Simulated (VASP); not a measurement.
# CuI (P4/nmm) in VASP: notebook, part 2 of 2

VASP 6.6.1. The steps go on from the part before.

## Step 4: Single point, PBEsol

This run uses another cell than the first one, of 25.95 Å³/atom.

Input file INCAR:

```
SYSTEM = CuI
PREC = Accurate
ENCUT = 520
EDIFF = 1E-7
ISMEAR = 0
SIGMA = 0.02
LREAL = .False.
LASPH = .True.
NELM = 80
ALGO = Normal
ISIF = 2
LWAVE = .False.
LCHARG = .False.
GGA = PS
NBANDS = 26
```

Input file KPOINTS:

```
Automatic mesh
0
Gamma
  8 8 4
  0 0 0
```

Input file POSCAR:

```
CuI
1.0
    4.0019817683      0.0000000000      0.0000000000
    0.0000000000      4.0019817683      0.0000000000
    0.0000000000      0.0000000000      6.4805211200
Cu I
2 2
Direct
    0.5000000000      0.5000000000      0.0000000000
    0.0000000000      0.0000000000      0.0000000000
    0.5000000000      0.0000000000      0.2615207977
    0.0000000000      0.5000000000      0.7384792023
```

Potentials or basis: VASP PAW PBE potentials, release 64 (Cu, I).

Command:

```sh
$ cat potpaw_PBE.64/Cu/POTCAR potpaw_PBE.64/I/POTCAR > POTCAR
$ mpirun -np 1 vasp_std > vasp.out
```

OUTCAR:

```text
SYSTEM = CuI
   PREC = Accurate
   ENCUT = 520
   EDIFF = 1E-7
   ISMEAR = 0
   LREAL = .False.
   LASPH = .True.
   NELM = 80
   ISIF = 2
   GGA = PS

 ion  position               nearest neighbor table
   1  0.500  0.500  0.000-   3 2.62   4 2.62   3 2.62   4 2.62
   2  0.000  0.000  0.000-   3 2.62   4 2.62   4 2.62   3 2.62
   3  0.500  0.000  0.262-   1 2.62   2 2.62   1 2.62   2 2.62
   4  0.000  0.500  0.738-   1 2.62   2 2.62   2 2.62   1 2.62

  LATTYP: Found a simple tetragonal cell.
 ALAT       =     4.0019817683
 C/A-ratio  =     1.6193279968

  Lattice vectors:

 A1 = (   4.0019817683,   0.0000000000,   0.0000000000)
 A2 = (   0.0000000000,   4.0019817683,   0.0000000000)
 A3 = (   0.0000000000,   0.0000000000,   6.4805211200)

Analysis of symmetry for initial positions (statically):
=====================================================================
 Subroutine PRICEL returns:
 Original cell was already a primitive cell.

 Routine SETGRP: Setting up the symmetry group for a
 simple tetragonal supercell.

 Subroutine GETGRP returns: Found 16 space group operations
 (whereof  8 operations were pure point group operations)
 out of a pool of 16 trial point group operations.

The static configuration has the point symmetry D_2d.
 The point group associated with its full space group is D_4h.

Analysis of symmetry for dynamics (positions and initial velocities):
=====================================================================
 Subroutine PRICEL returns:
 Original cell was already a primitive cell.

 Routine SETGRP: Setting up the symmetry group for a
 simple tetragonal supercell.

 Subroutine GETGRP returns: Found 16 space group operations
 (whereof  8 operations were pure point group operations)
[... 123 lines left out ...]
   EFERMI_NEDOS =   21; number of points for ismear=-14 and -15
   IALGO  =     38    algorithm
   IMIX   =      4    mixing-type and parameters
     AMIX     =   0.40;   BMIX     =  1.00
     AMIX_MAG =   1.60;   BMIX_MAG =  1.00
  volume/ion in A,a.u.               =      25.95       175.10
  Fermi-wavevector in a.u.,A,eV,Ry     =   1.150241  2.173641 18.001256  1.323055
  Thomas-Fermi vector in A             =   2.286906
   LORBIT       =      0    0 simple, 1 ext, 2 COOP (PROOUT), +10 PAW based schemes
   GGA     = PS    functional components
   LHFCALC =     F    Hartree Fock is set to
   AEXX    =    0.0000 exact exchange contribution
   IVDW    =     0    specifies the selected vdW correction
   LEPSILON=     F    determine dielectric tensor
   LRPA    =     F    only Hartree local field effects (RPA)
 non-spin polarized calculation
 Gauss-broadening in eV      SIGMA  =   0.02
  energy-cutoff  :      520.00
  volume of cell :      103.79
 maximum number of plane-waves:      2828
 NGX is ok and might be reduce to    30
   NGX = 15   NGY = 15   NGZ = 25

 number of electron      36.0000024 magnetization

 Free energy of the ion-electron system (eV)
  ---------------------------------------------------
  ext. energy  EPLUGINS =         0.00000000
  ---------------------------------------------------
  free energy    TOTEN  =       -12.64670231 eV

  energy without entropy =      -12.64670231  energy(sigma->0) =      -12.64670231

 E-fermi :   4.9754     XC(G=0):  -9.4409

 val. band max:        4.8838076874   @ k =   0.0000   0.0000   0.0000
 cond. band min:       6.4158525755   @ k =   0.0000   0.0000   0.0000
 fundamental gap:      1.5320448881
 Fermi energy:         4.9754010949

 k-point     1 :       0.0000    0.0000    0.0000
  band No.  band energies     occupation
      1      -9.2918      2.00000
      2      -8.5207      2.00000
      3      -1.2655      2.00000
      4       0.8888      2.00000
      5       1.1301      2.00000
      6       1.1301      2.00000
[... 685 lines left out ...]
     25      12.1614      0.00000
     26      12.1614      0.00000

 [... further k-points ...]

------------------------ aborting loop because EDIFF is reached ----------------------------------------

  FORCE on cell =-STRESS in cart. coord.  units (eV):
  Direction    XX          YY          ZZ          XY          YZ          ZX
  --------------------------------------------------------------------------------------
  -------------------------------------------------------------------------------------
  Total        0.1121491      0.1121491      0.0658427      0.0000000      0.0000000      0.0000000
  in kB        1.7311965      1.7311965      1.0163842      0.0000000      0.0000000      0.0000000
  external PRESSURE =       1.4929257 kB  Pullay stress =       0.0000000 kB

 VOLUME and BASIS-vectors are now :
 -----------------------------------------------------------------------------
  energy-cutoff  :      520.00
  volume of cell :      103.79
      direct lattice vectors                 reciprocal lattice vectors
     4.001981768  0.000000000  0.000000000     0.249876201  0.000000000  0.000000000
     0.000000000  4.001981768  0.000000000     0.000000000  0.249876201  0.000000000
     0.000000000  0.000000000  6.480521120     0.000000000  0.000000000  0.154308578

 POSITION                                       TOTAL-FORCE (eV/Angst)
 -----------------------------------------------------------------------------------
      2.00099      2.00099      0.00000         0.000000      0.000000      0.000000
      0.00000      0.00000      0.00000         0.000000     -0.000000      0.000000
      2.00099      0.00000      1.69479         0.000000      0.000000      0.019982
      0.00000      2.00099      4.78573         0.000000     -0.000000     -0.019982
 -----------------------------------------------------------------------------------
    total drift:                                0.000000      0.000000     -0.000000

  FREE ENERGIE OF THE ION-ELECTRON SYSTEM (eV)
  ---------------------------------------------------
  free  energy   TOTEN  =       -12.6467023135 eV

  energy  without entropy=      -12.6467023135  energy(sigma->0) =      -12.64670231
```

OSZICAR:

```text
N       E                     dE             d eps       ncg     rms          rms(c)
DAV:   1     0.275322772937E+03    0.27532E+03   -0.15060E+04  2340   0.151E+03
DAV:   2     0.135901809202E+02   -0.26173E+03   -0.24895E+03  2346   0.315E+02
DAV:   3    -0.122015658144E+02   -0.25792E+02   -0.25201E+02  3128   0.122E+02
DAV:   4    -0.134694363390E+02   -0.12679E+01   -0.12638E+01  3186   0.237E+01
DAV:   5    -0.135164357758E+02   -0.46999E-01   -0.46992E-01  3630   0.446E+00    0.108E+01
DAV:   6    -0.132648994805E+02    0.25154E+00   -0.12452E+01  2826   0.792E+01    0.709E+00
DAV:   7    -0.126481576826E+02    0.61674E+00   -0.30844E+00  2886   0.520E+01    0.337E+00
DAV:   8    -0.126665152351E+02   -0.18358E-01   -0.30713E-01  3702   0.794E+00    0.103E+00
DAV:   9    -0.126464527019E+02    0.20063E-01   -0.93723E-02  3252   0.743E+00    0.556E-01
DAV:  10    -0.126474972662E+02   -0.10446E-02   -0.58242E-03  3546   0.136E+00    0.385E-01
DAV:  11    -0.126466520307E+02    0.84524E-03   -0.30823E-03  3220   0.147E+00    0.120E-01
DAV:  12    -0.126466936616E+02   -0.41631E-04   -0.61427E-04  2558   0.125E-01    0.215E-02
DAV:  13    -0.126466984131E+02   -0.47515E-05   -0.20719E-05  3598   0.385E-02    0.159E-02
DAV:  14    -0.126467020562E+02   -0.36431E-05   -0.87647E-06  2938   0.371E-02    0.173E-02
DAV:  15    -0.126467022423E+02   -0.18604E-06   -0.11273E-06  3286   0.217E-02    0.421E-03
DAV:  16    -0.126467023135E+02   -0.71274E-07   -0.82091E-08  1984   0.545E-03
   1 F= -.12646702E+02 E0= -.12646702E+02  d E =-.686478E-13
```

It took 3.1 min on 1 thread of Oxide Virtual Turin-like, shared host; peak memory 0.23 GiB.

Results:

```
Free energy            : -12.6467 eV
Pressure               : 0.1 GPa
Largest force          : 0.020 eV/Å
Band gap on the k mesh : 1.53 eV
```

Forces on the atoms (eV/Å):
```
Cu   0.000  0.000  0.000
Cu   0.000  0.000  0.000
I    0.000  0.000  0.020
I    0.000  0.000 -0.020
```

Levels at points of the mesh, in eV from the valence-band top:
| k point | band 15 | band 16 | band 17 | band 18 | band 19 | band 20 | band 21 | band 22 |
| --- | --- | --- | --- | --- | --- | --- | --- | --- |
| (0.00, 0.00, 0.00) | -1.28 | -0.96 | 0.00 | 0.00 | 1.53 | 3.14 | 3.32 | 4.89 |
| (0.50, 0.00, 0.00) | -1.28 | -1.28 | -0.50 | -0.50 | 3.71 | 3.71 | 4.83 | 4.83 |
| (0.50, 0.50, 0.00) | -1.84 | -1.84 | -1.19 | -1.19 | 2.49 | 2.49 | 2.61 | 2.61 |
| (0.00, 0.00, 0.50) | -1.42 | -1.28 | -0.35 | -0.35 | 3.32 | 3.38 | 3.47 | 4.26 |
| (0.50, 0.00, 0.50) | -0.85 | -0.85 | -0.48 | -0.48 | 2.14 | 2.14 | 5.09 | 5.09 |
| (0.50, 0.50, 0.50) | -1.84 | -1.84 | -1.09 | -1.09 | 3.93 | 3.93 | 4.08 | 4.08 |

Caveat: the PAW data sets were made with another functional, which shifts forces and pressure a little; spin-orbit coupling is left out, which moves the levels of the heavy elements; this functional lacks dispersion, which binds layers or chains, so the pressure and a relaxed spacing across them are unreliable.

## Step 5: Single point, PBEsol (equal strain along all axes, cell held: +2.0 %, then relaxed in part)

Input file INCAR:

```
SYSTEM = CuI
ALGO = Normal ; EDIFF = 1E-7
ENCUT = 520 ; GGA = PS
ISIF = 2 ; ISMEAR = 0
LASPH = .True. ; LCHARG = .True.
LELF = .True. ; LREAL = .False.
LVHAR = .True. ; LWAVE = .False.
NBANDS = 26 ; NELM = 80
PREC = Accurate ; SIGMA = 0.02
```

Input file KPOINTS:

```
k-points
0
Gamma
  8 8 4
  0 0 0
```

Input file POSCAR:

```
CuI
1.0
    4.0820214036      0.0000000000      0.0000000000
    0.0000000000      4.0820214036      0.0000000000
    0.0000000000      0.0000000000      6.6101315424
Cu I
2 2
Direct
    0.5000000000      0.5000000000      0.0000000000
    0.0000000000      0.0000000000      0.0000000000
    0.5000000000      0.0000000000      0.2505076587
    0.0000000000      0.5000000000      0.7494923413
```

Potentials or basis: VASP PAW PBE potentials, release 64 (Cu, I).

Command:

```sh
$ cat potpaw_PBE.64/Cu/POTCAR potpaw_PBE.64/I/POTCAR > POTCAR
$ mpirun -np 1 vasp_std > vasp.out
```

OUTCAR:

```text
SYSTEM = CuI
   EDIFF = 1E-7
   ENCUT = 520
   GGA = PS
   ISIF = 2
   ISMEAR = 0
   LASPH = .True.
   LREAL = .False.
   NELM = 80
   PREC = Accurate

 ion  position               nearest neighbor table
   1  0.500  0.500  0.000-   3 2.63   4 2.63   3 2.63   4 2.63
   2  0.000  0.000  0.000-   3 2.63   4 2.63   4 2.63   3 2.63
   3  0.500  0.000  0.251-   1 2.63   2 2.63   1 2.63   2 2.63
   4  0.000  0.500  0.749-   1 2.63   2 2.63   2 2.63   1 2.63

  LATTYP: Found a simple tetragonal cell.
[... 895 lines left out ...]

  FORCE on cell =-STRESS in cart. coord.  units (eV):
  Direction    XX          YY          ZZ          XY          YZ          ZX
  --------------------------------------------------------------------------------------
  -------------------------------------------------------------------------------------
  Total       -0.6134913     -0.6134913     -0.1302276      0.0000000      0.0000000      0.0000000
  in kB       -8.9239745     -8.9239745     -1.8943182      0.0000000      0.0000000      0.0000000
  external PRESSURE =      -6.5807558 kB  Pullay stress =       0.0000000 kB

 VOLUME and BASIS-vectors are now :
 -----------------------------------------------------------------------------
  energy-cutoff  :      520.00
  volume of cell :      110.14
      direct lattice vectors                 reciprocal lattice vectors
     4.082021404  0.000000000  0.000000000     0.244976667  0.000000000  0.000000000
     0.000000000  4.082021404  0.000000000     0.000000000  0.244976667  0.000000000
     0.000000000  0.000000000  6.610131542     0.000000000  0.000000000  0.151282920

 POSITION                                       TOTAL-FORCE (eV/Angst)
 -----------------------------------------------------------------------------------
      2.04101      2.04101      0.00000         0.000000      0.000000      0.000000
      0.00000      0.00000      0.00000        -0.000000     -0.000000      0.000000
      2.04101      0.00000      1.65589        -0.000000      0.000000      0.021509
      0.00000      2.04101      4.95424        -0.000000      0.000000     -0.021509
 -----------------------------------------------------------------------------------
    total drift:                                0.000000      0.000000      0.000000

  FREE ENERGIE OF THE ION-ELECTRON SYSTEM (eV)
  ---------------------------------------------------
  free  energy   TOTEN  =       -12.6328112822 eV

  energy  without entropy=      -12.6328112822  energy(sigma->0) =      -12.63281128
```

It took 3.8 min on 1 thread of Oxide Virtual Turin-like, shared host; peak memory 0.24 GiB.

What came out:

```yaml
Free_energy: -12.6328 eV
Pressure: -0.7 GPa
Largest_force: 0.022 eV/Å
Band_gap_on_the_k_mesh: 1.57 eV
```

Forces in eV/Å, atoms in the order of the input:
```
Cu   0.000  0.000  0.000
Cu   0.000  0.000  0.000
I    0.000  0.000  0.022
I    0.000  0.000 -0.022
```

Caveat: the cell differs from its parent crystal (equal strain along all axes, cell held: +2.0 %, then relaxed in part); the PAW data sets were made with another functional, which shifts forces and pressure a little; spin-orbit coupling is left out, which moves the levels of the heavy elements; this functional lacks dispersion, which binds layers or chains, so the pressure and a relaxed spacing across them are unreliable. A k mesh can miss the band edges.

## Step 6: Summary

| cell | gap on the mesh (eV) | pressure (GPa) | largest force (eV/Å) |
| --- | --- | --- | --- |
| a = 3.842, b = 3.842, c = 6.221 Å, 4 atoms, atomic positions A | 1.48 | 3.5 | 0.03 |
| a = 3.922, b = 3.922, c = 6.351 Å, 4 atoms, atomic positions B | 1.50 | 1.5 | 0.02 |
| a = 4.002, b = 4.002, c = 6.481 Å, 4 atoms, atomic positions C | 1.53 | 0.1 | 0.02 |
| a = 4.082, b = 4.082, c = 6.610 Å, 4 atoms, atomic positions D | 1.57 | -0.7 | 0.02 |

Alike in all rows: task single point; level PBEsol; potentials or basis VASP PAW PBE potentials, release 64 (Cu, I); no spin polarisation; k mesh 8 × 8 × 4; cutoff (eV) 520; smearing gaussian 0.02 eV.

Caveats: the PAW data sets were made with another functional, which shifts forces and pressure a little; spin-orbit coupling is left out, which moves the levels of the heavy elements; this functional lacks dispersion, which binds layers or chains, so the pressure and a relaxed spacing across them are unreliable (at least some runs); the cell stands under pressure (at least some runs).

Absolute energies hang on the potentials; compare differences alone.
